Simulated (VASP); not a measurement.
Wanted: the native input for a VASP 6.6.1 run.

```
Task                   : single point
Functional             : PBE
Potentials or basis    : VASP PAW PBE potentials, release 64 (As)
Cutoff                 : 520 eV
k mesh                 : 10 × 10 × 16
Occupations            : gaussian, width 0.1 eV
Spin                   : no spin polarisation
Dipole correction      : no
Further INCAR settings : ALGO = Normal; EDIFF = 1e-06; NBANDS = 18
```

The structure of As lies in POSCAR:

```
As
1.0
    4.7838986795      0.0000000000      0.0000000000
    0.0000000000      4.7838986795      0.0000000000
    0.0000000000      0.0000000000      3.3330580598
As
4
Direct
    0.7500060394      0.7500060394      0.0000000000
    0.2499939606      0.2499939606      0.0000000000
    0.7499939606      0.2500060394      0.5000000000
    0.2500060394      0.7499939606      0.5000000000
```

These files were run (other wordings do the same):

INCAR

```
SYSTEM = As
ALGO = Normal
EDIFF = 1E-6
ENCUT = 520
GGA = PE
ISIF = 2
ISMEAR = 0
LASPH = .True.
LCHARG = .True.
LELF = .True.
LREAL = .False.
LVHAR = .True.
LWAVE = .False.
NBANDS = 18
NELM = 60
PREC = Accurate
SIGMA = 0.1
```

KPOINTS

```
k-points
0
Gamma
  10 10 16
  0 0 0
```

Potentials or basis: VASP PAW PBE potentials, release 64 (As).

Run with:

```sh
$ cat potpaw_PBE.64/As/POTCAR > POTCAR
$ mpirun -np 1 vasp_std > vasp.out
```

Results of the run:

| Item | Value |
| --- | --- |
| Pressure | 0.1 GPa |
| Band gap on the k mesh | zero (bands 10 and 11 overlap by 3.81 eV) |

Run time: 110 s on 1 thread of Intel(R) Xeon(R) Platinum 8259CL CPU @ 2.50GHz (Skylake/Cascade Lake) (shared host), peak memory 0.32 GiB.
